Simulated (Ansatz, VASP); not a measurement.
## CaTi: VASP beside Ansatz

Contents of INCAR:

```
ALGO = Normal
EDIFF = 1E-6
ENCUT = 500
GGA = PE
GGA_COMPAT = False
ISIF = 2
ISMEAR = 0
LASPH = True
LCHARG = False
LREAL = False
LWAVE = False
NBANDS = 18
NELM = 120
PREC = Accurate
SIGMA = 0.1
```

File KPOINTS:

```
k-points
0
Gamma
  6 6 4
```

File POSCAR:

```
CaTi
1.0
    3.2438008607      0.0000000000      0.0000000000
    0.0000000000      3.2438008607      0.0000000000
    0.0000000000      0.0000000000      4.2516961281
Ca Ti
1 1
Direct
    0.5000000000      0.5000000000      0.5000000000
    0.0000000000      0.0000000000      0.0000000000
```

Input for Ansatz:

```yaml
crystal:
  lattice:
    - [3.2438008607, 0.0, 0.0]
    - [0.0, 3.2438008607, 0.0]
    - [0.0, 0.0, 4.2516961281]
  atoms:
    - { symbol: Ca, position: [0.5, 0.5, 0.5] }
    - { symbol: Ti, position: [0.0, 0.0, 0.0] }
basis:
  ecutwfc: 420
kpoints:
  mp_grid: { grid: [6, 6, 4] }
hamiltonian:
  xc: pbe
scf:
  occupations: { method: gaussian, width: 0.1 }
  lower_state_search: "off"
output:
  forces: true
  stress: true
  eigenvalues: true
```

Alike in both runs: task single point; functional PBE; k mesh 6 × 6 × 4; occupations gaussian, width 0.1 eV; no spin polarisation.

```csv
,VASP,Ansatz
version,VASP 6.6.1,Ansatz 0.2.0
potentials or method,"VASP PAW PBE potentials, release 64 (Ca_sv, Ti_sv), cutoff 500 eV","scalar-relativistic, plane waves, PAW"
valence electrons in the cell,22,22
```

VASP gave:

- gap on the k mesh at the Fermi level (eV): none
- pressure (GPa): 7.2
- traceless stress, the component that is largest in VASP (GPa): 2.92

**Question.** Which values does Ansatz return?

**Answer.** gap on the k mesh at the Fermi level (eV): none; pressure (GPa): 7.2; traceless stress, the component that is largest in VASP (GPa): 2.93.

A gap of «none» marks a metal or a gap that the smearing closes.

The k mesh is coarse, so the values compare programs but aren't converged.
